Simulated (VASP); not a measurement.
Runs of VASP 6.6.1 on MgO. The structure is that of space group F-43m (No. 216), or close to it. The cells are those of the table. 

```csv
level,cell,cutoff (eV),smearing,gap on the mesh (eV),pressure (GPa)
r2SCAN,"a = 3.227, b = 3.191, c = 3.191 Å, angles 60.8, 59.6, 59.6°, 2 atoms",520,gaussian 0.01 eV,4.43,2.5
PBE,"a = 3.227, b = 3.191, c = 3.191 Å, angles 60.8, 59.6, 59.6°, 2 atoms",520,fermi-dirac 0.02 eV,3.74,6.6
r2SCAN,"a = 3.268, b = 3.268, c = 3.227 Å, angles 60.4, 60.4, 59.2°, 2 atoms",520,gaussian 0.01 eV,4.15,(c)
r2SCAN,"a = 3.184 Å, angles 60.0°, 2 atoms",520,gaussian 0.01 eV,4.57,(b)
PBE,"a = 3.184 Å, angles 60.0°, 2 atoms",600,fermi-dirac 0.02 eV,3.88,(a)
```

Alike in all rows: task single point; potentials or basis VASP PAW PBE potentials, release 64 (Mg, O); no spin polarisation; k mesh 10 × 10 × 10.

Estimate the missing entries.

(a) 8.9; (b) 5.0; (c) -3.6.

Caveats: the PAW data sets were made with another functional, which shifts forces and pressure a little (some runs).

